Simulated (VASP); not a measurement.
# GaAs (I4/mmm) in VASP: single point with r2SCAN50

Aim: the single point of GaAs with r2SCAN50.

Everything below comes from runs of VASP 6.6.1. Logs are shortened: lines on timing, memory, paths and dates and some standing lists are left out, and cuts for length are marked.

## Step 1: The cell of the first run

Symmetry: I4/mmm, No. 139, tetragonal system. Conventional cell: a = 3.762 Å, b = 3.762 Å, c = 6.052 Å, α = 90.00°, β = 90.00°, γ = 90.00°. Within 3.5 Å of Ga (site symmetry 4/mmm) lie 6 As at 2.66 to 3.03 Å. Within 3.5 Å of As (site symmetry 4/mmm) lie 6 Ga at 2.66 to 3.03 Å.

## Step 2: Single point, r2SCAN50

Contents of POSCAR:

```
GaAs
1.0
   -1.8807739600      1.8807739600      3.0258508800
    1.8807739600     -1.8807739600      3.0258508800
    1.8807739600      1.8807739600     -3.0258508800
Ga As
1 1
Direct
    0.0000000000      0.0000000000      0.0000000000
    0.5000000000      0.5000000000      0.0000000000
```

Contents of INCAR.step1:

```
SYSTEM = GaAs
ALGO     = Normal         ! electronic algorithm
EDIFF    = 1E-5           ! SCF threshold, eV
ENCUT    = 440            ! plane-wave cutoff, eV
GGA      = PE             ! functional
GGA_COMPAT= .FALSE.      
ISIF     = 2              ! what is computed and relaxed
ISMEAR   = -1             ! smearing method
LASPH    = .TRUE.         ! aspherical terms in the spheres
LCHARG   = .FALSE.        ! write CHGCAR
LREAL    = .FALSE.        ! projectors in reciprocal space
LWAVE    = .TRUE.         ! write WAVECAR
NBANDS   = 16             ! bands
NELM     = 120            ! most SCF steps
PREC     = Accurate       ! precision mode
SIGMA    = 0.05           ! smearing width, eV
```

Contents of INCAR.step2:

```
SYSTEM = GaAs
AEXX     = 0.5            ! exact-exchange fraction
ALGO     = Normal         ! electronic algorithm
EDIFF    = 1E-6           ! SCF threshold, eV
ENCUT    = 440            ! plane-wave cutoff, eV
GGA_COMPAT= .FALSE.      
ISIF     = 2              ! what is computed and relaxed
ISMEAR   = -1             ! smearing method
ISTART   = 1            
LASPH    = .TRUE.         ! aspherical terms in the spheres
LCHARG   = .FALSE.        ! write CHGCAR
LHFCALC  = .TRUE.         ! exact exchange
LMIXTAU  = .TRUE.       
LREAL    = .FALSE.        ! projectors in reciprocal space
LWAVE    = .FALSE.        ! write WAVECAR
METAGGA  = R2SCAN         ! meta-GGA
NBANDS   = 16             ! bands
NELM     = 120            ! most SCF steps
PREC     = Accurate       ! precision mode
PRECFOCK = Normal       
SIGMA    = 0.05           ! smearing width, eV
```

Contents of KPOINTS:

```
k-points
0
G
  5 5 5
  0 0 0
```

Potentials or basis: VASP PAW PBE potentials, release 64 (Ga_d, As).

Command:

```bash
> cat potpaw_PBE.64/Ga_d/POTCAR potpaw_PBE.64/As/POTCAR > POTCAR
> cp INCAR.step1 INCAR
> mpirun -np 1 vasp_std > vasp.out
> cp INCAR.step2 INCAR
> mpirun -np 1 vasp_std > vasp.out
```

OUTCAR:

```text
SYSTEM = GaAs
   AEXX = 0.5
   EDIFF = 1E-6
   ENCUT = 440
   ISIF = 2
   ISMEAR = -1
   ISTART = 1
   LASPH = .TRUE.
   LHFCALC = .TRUE.
   LREAL = .FALSE.
   METAGGA = R2SCAN
   NELM = 120
   PREC = Accurate
   PRECFOCK = Normal

 ion  position               nearest neighbor table
   1  0.000  0.000  0.000-   2 2.66   2 2.66   2 2.66   2 2.66
   2  0.500  0.500  0.000-   1 2.66   1 2.66   1 2.66   1 2.66

  LATTYP: Found a body centered tetragonal cell.
 ALAT       =     3.7615479200
 C/A-ratio  =     1.6088328233

  Lattice vectors:

 A1 = (  -1.8807739600,   1.8807739600,   3.0258508800)
 A2 = (   1.8807739600,  -1.8807739600,   3.0258508800)
 A3 = (   1.8807739600,   1.8807739600,  -3.0258508800)

Analysis of symmetry for initial positions (statically):
=====================================================================
 Subroutine PRICEL returns:
 Original cell was already a primitive cell.

 Routine SETGRP: Setting up the symmetry group for a
 body centered tetragonal supercell.

 Subroutine GETGRP returns: Found 16 space group operations
 (whereof 16 operations were pure point group operations)
 out of a pool of 16 trial point group operations.

The static configuration has the point symmetry D_4h.

Analysis of symmetry for dynamics (positions and initial velocities):
=====================================================================
 Subroutine PRICEL returns:
 Original cell was already a primitive cell.

 Routine SETGRP: Setting up the symmetry group for a
 body centered tetragonal supercell.

 Subroutine GETGRP returns: Found 16 space group operations
 (whereof 16 operations were pure point group operations)
 out of a pool of 16 trial point group operations.

The dynamic configuration has the point symmetry D_4h.

 Subroutine INISYM returns: Found 16 space group operations
 (whereof 16 operations are pure point group operations),
 and found     1 'primitive' translations

----------------------------------------------------------------------------------------

                                     Primitive cell

  volume of cell :      42.8135

  direct lattice vectors                    reciprocal lattice vectors
    -1.880773960  1.880773960  3.025850880     0.000000000  0.265848002  0.165242776
     1.880773960 -1.880773960  3.025850880     0.265848002  0.000000000  0.165242776
     1.880773960  1.880773960 -3.025850880     0.265848002  0.265848002  0.000000000

  length of vectors
     4.028696430  4.028696430  4.028696430     0.313018107  0.313018107  0.375965850

  position of ions in fractional coordinates (direct lattice)
     0.000000000  0.000000000  0.000000000
     0.500000000  0.500000000  0.000000000

  ion indices of the primitive-cell ions
   primitive index   ion index
                 1           1
                 2           2

----------------------------------------------------------------------------------------

 KPOINTS: k-points

Automatic generation of k-mesh.
 Grid dimensions read from file:
 generate k-points for:    5    5    5

 Generating k-lattice:

  Cartesian coordinates                     Fractional coordinates (reciprocal lattice)
     0.000000000  0.053169600  0.033048555     0.200000000  0.000000000  0.000000000
     0.053169600  0.000000000  0.033048555     0.000000000  0.200000000  0.000000000
     0.053169600  0.053169600  0.000000000     0.000000000  0.000000000  0.200000000

  Length of vectors
     0.062603621  0.062603621  0.075193170

  Shift w.r.t. Gamma in fractional coordinates (k-lattice)
     0.000000000  0.000000000  0.000000000

 Subroutine IBZKPT returns following result:
 ===========================================

 Found     18 irreducible k-points:

 Following reciprocal coordinates:
            Coordinates               Weight
  0.000000  0.000000  0.000000      1.000000
  0.200000  0.000000  0.000000      8.000000
  0.400000 -0.000000  0.000000      8.000000
  0.200000  0.200000  0.000000      8.000000
  0.400000  0.200000  0.000000     16.000000
 -0.400000  0.200000 -0.000000     16.000000
[... 10 lines left out ...]
 -0.400000  0.400000  0.400000      4.000000
 -0.400000 -0.400000  0.400000      2.000000
   k-points           NKPTS =     18   k-points in BZ     NKDIM =    125   number of bands    NBANDS=     16
   number of dos      NEDOS =    301   number of ions     NIONS =      2
   total plane-waves  NPLWV =  21952
   dimension x,y,z NGX =    28 NGY =   28 NGZ =   28
   dimension x,y,z NGXF=    56 NGYF=   56 NGZF=   56
   ions per type =               1   1
   NGX,Y,Z   is equivalent  to a cutoff of  11.55, 11.55, 11.55 a.u.
   NGXF,Y,Z  is equivalent  to a cutoff of  23.11, 23.11, 23.11 a.u.
 SYSTEM =  GaAs
   PREC   = accura    normal or accurate (medium, high low for compatibility)
   ISTART =      1    job   : 0-new  1-cont  2-samecut
   ICHARG =      0    charge: 1-file 2-atom 10-const
   ISPIN  =      1    spin polarized calculation?
   LNONCOLLINEAR =      F non collinear calculations
   LSORBIT =      F    spin-orbit coupling
   LASPH  =      T    aspherical Exc in radial PAW
   ENCUT  =  440.0 eV  32.34 Ry    5.69 a.u.   6.89  6.89  6.89*2*pi/ulx,y,z
   NELM   =    120;   NELMIN=  2; NELMDL=  0     # of ELM steps
   EDIFF  = 0.1E-05   stopping-criterion for ELM
   LREAL  =      F    real-space projection
   EDIFFG = 0.1E-04   stopping-criterion for IOM
   NSW    =      0    number of steps for IOM
   IBRION =     -1    ionic relax: 0-MD 1-quasi-New 2-CG
   NFREE  =      0    steps in history (QN), initial steepest desc. (CG)
   ISIF   =      2    stress and relaxation
   ISYM   =      3    0-nonsym 1-usesym 2-fastsym
   POTIM  = 0.5000    time-step for ionic-motion
   TEBEG  =    0.0;   TEEND  =   0.0 temperature during run
   PSTRESS=    0.0 pullay stress
   NELECT =      18.0000    total number of electrons
   NUPDOWN=      -1.0000    fix difference up-down
   EMIN   =  10.00;   EMAX   =-10.00  energy-range for DOS
   EFERMI =   0.00;   METHOD = LEGACY
   ISMEAR =    -1;   SIGMA  =   0.05  broadening in eV -4-tet -1-fermi 0-gaus
   EFERMI_NEDOS =   21; number of points for ismear=-14 and -15
   IALGO  =     38    algorithm
   IMIX   =      1    mixing-type and parameters
     AMIX     =   0.40;   BMIX     =  1.00
     AMIX_MAG =   1.60;   BMIX_MAG =  1.00
  volume/ion in A,a.u.               =      21.41       144.46
  Fermi-wavevector in a.u.,A,eV,Ry     =   1.226419  2.317595 20.464561  1.504103
  Thomas-Fermi vector in A             =   2.361420
   LORBIT       =      0    0 simple, 1 ext, 2 COOP (PROOUT), +10 PAW based schemes
   METAGGA = R2SCAN    functional components
   LHFCALC =     T    Hartree Fock is set to
   PRECFOCK=normal    Normal, Fast or Accurate (Low or Medium for compatibility)
   ENCUT4O =  -1.0   cutoff for four orbital integrals eV
   NKREDX  =     1    reduce k-point grid by
   NKREDY  =     1    reduce k-point grid by
   NKREDZ  =     1    reduce k-point grid by
   AEXX    =    0.5000 exact exchange contribution
   HFSCREEN=    0.0000 screening length (either q_TF or 0.3 A-1)
   HFSCREENC=   0.0000 screening length for correlation (either q_TF or 0.3 A-1)
   ENCUTFOCK=  -1.0 apply spherical cutoff to Coloumb kernel
   IVDW    =     0    specifies the selected vdW correction
   LEPSILON=     F    determine dielectric tensor
   LRPA    =     F    only Hartree local field effects (RPA)
 non-spin polarized calculation
  energy-cutoff  :      440.00
  volume of cell :       42.81
 maximum number of plane-waves:       916
  NGX = 24; NGY = 24; NGZ = 24

 number of electron      18.0000006 magnetization

 Free energy of the ion-electron system (eV)
  ---------------------------------------------------
  ext. energy  EPLUGINS =         0.00000000
  ---------------------------------------------------
  free energy    TOTEN  =       -21.77471050 eV

  energy without entropy =      -21.77110513  energy(sigma->0) =      -21.77290781

 E-fermi :   4.2789     XC(G=0):  -6.0928

 val. band max:        3.8308873145   @ k =  -0.4000   0.4000   0.4000
 cond. band min:       4.3338131564   @ k =   0.2000   0.0000   0.0000
 fundamental gap:      0.5029258419
 Fermi energy:         4.2788922377

 k-point     1 :       0.0000    0.0000    0.0000
  band No.  band energies     occupation
      1     -17.8188      2.00000
      2     -17.7744      2.00000
      3     -17.7614      2.00000
      4     -17.7614      2.00000
      5     -17.7480      2.00000
      6     -12.5445      2.00000
[... 8 lines left out ...]
     15      14.2678      0.00000
     16      15.4014      0.00000

 k-point     2 :       0.2000    0.0000    0.0000
  band No.  band energies     occupation
      1     -17.8177      2.00000
      2     -17.7845      2.00000
      3     -17.7626      2.00000
      4     -17.7574      2.00000
      5     -17.7406      2.00000
      6     -11.9575      2.00000
[... 8 lines left out ...]
     15      14.6231      0.00000
     16      14.8786      0.00000

 k-point     3 :       0.4000   -0.0000    0.0000
  band No.  band energies     occupation
      1     -17.8187      2.00000
      2     -17.8018      2.00000
      3     -17.7651      2.00000
      4     -17.7505      2.00000
      5     -17.7263      2.00000
      6     -10.4829      2.00000
[... 8 lines left out ...]
     15      17.7579      0.00000
     16      18.5910      0.00000

 k-point     4 :       0.2000    0.2000    0.0000
  band No.  band energies     occupation
      1     -17.8201      2.00000
      2     -17.7984      2.00000
      3     -17.7593      2.00000
      4     -17.7558      2.00000
      5     -17.7344      2.00000
      6     -11.1070      2.00000
[... 8 lines left out ...]
     15      17.0465      0.00000
     16      19.3135      0.00000
[... 210 lines left out ...]
 k-point    16 :      -0.2000   -0.2000    0.2000
  band No.  band energies     occupation
      1     -17.8365      2.00000
      2     -17.7724      2.00000
      3     -17.7552      2.00000
      4     -17.7552      2.00000
      5     -17.7506      2.00000
      6     -11.9334      2.00000
[... 8 lines left out ...]
     15      16.7306      0.00000
     16      16.7306      0.00000

 k-point    17 :      -0.4000    0.4000    0.4000
  band No.  band energies     occupation
      1     -17.8580      2.00000
      2     -17.7806      2.00000
      3     -17.7495      2.00000
      4     -17.7468      2.00000
      5     -17.7445      2.00000
      6      -9.9175      2.00000
[... 8 lines left out ...]
     15      20.6128      0.00000
     16      20.6304      0.00000

 k-point    18 :      -0.4000   -0.4000    0.4000
  band No.  band energies     occupation
      1     -17.8678      2.00000
      2     -17.7696      2.00000
      3     -17.7550      2.00000
      4     -17.7450      2.00000
      5     -17.7450      2.00000
      6     -10.5325      2.00000
[... 8 lines left out ...]
     15      19.6709      0.00000
     16      21.0860      0.00000

------------------------ aborting loop because EDIFF is reached ----------------------------------------

  FORCE on cell =-STRESS in cart. coord.  units (eV):
  Direction    XX          YY          ZZ          XY          YZ          ZX
  --------------------------------------------------------------------------------------
  -------------------------------------------------------------------------------------
  Total       -2.1373622     -2.1373622     -3.0547921      0.0000000     -0.0000000      0.0000000
  in kB      -79.9848970    -79.9848970   -114.3171861      0.0000000     -0.0000000      0.0000000
  external PRESSURE =     -91.4289934 kB  Pullay stress =       0.0000000 kB

 VOLUME and BASIS-vectors are now :
 -----------------------------------------------------------------------------
  energy-cutoff  :      440.00
  volume of cell :       42.81
      direct lattice vectors                 reciprocal lattice vectors
    -1.880773960  1.880773960  3.025850880     0.000000000  0.265848002  0.165242776
     1.880773960 -1.880773960  3.025850880     0.265848002  0.000000000  0.165242776
     1.880773960  1.880773960 -3.025850880     0.265848002  0.265848002  0.000000000

 POSITION                                       TOTAL-FORCE (eV/Angst)
 -----------------------------------------------------------------------------------
      0.00000      0.00000      0.00000        -0.000000     -0.000000     -0.000000
      0.00000      0.00000      3.02585         0.000000      0.000000      0.000000
 -----------------------------------------------------------------------------------
    total drift:                               -0.000005      0.000000     -0.000000

  FREE ENERGIE OF THE ION-ELECTRON SYSTEM (eV)
  ---------------------------------------------------
  free  energy   TOTEN  =       -21.7747104978 eV

  energy  without entropy=      -21.7711051305  energy(sigma->0) =      -21.77290781
```

Run time: 29 min. Hardware: 1 thread of AMD EPYC 9R14 (Zen 4), shared host; peak memory 0.14 GiB.

What came out:

```
Free energy            : -21.7747 eV
Pressure               : -9.1 GPa
Band gap on the k mesh : zero (band 9 reaches 5.17 eV, above the bottom of band 10 at 0.96 eV)
```

Stress tensor (GPa, compression positive):
```
 -8.00   0.00   0.00
  0.00  -8.00   0.00
  0.00   0.00 -11.43
```

Caveat: the k points lie up to 0.47 Å⁻¹ apart; the PAW data sets were made with another functional, which shifts forces and pressure a little.
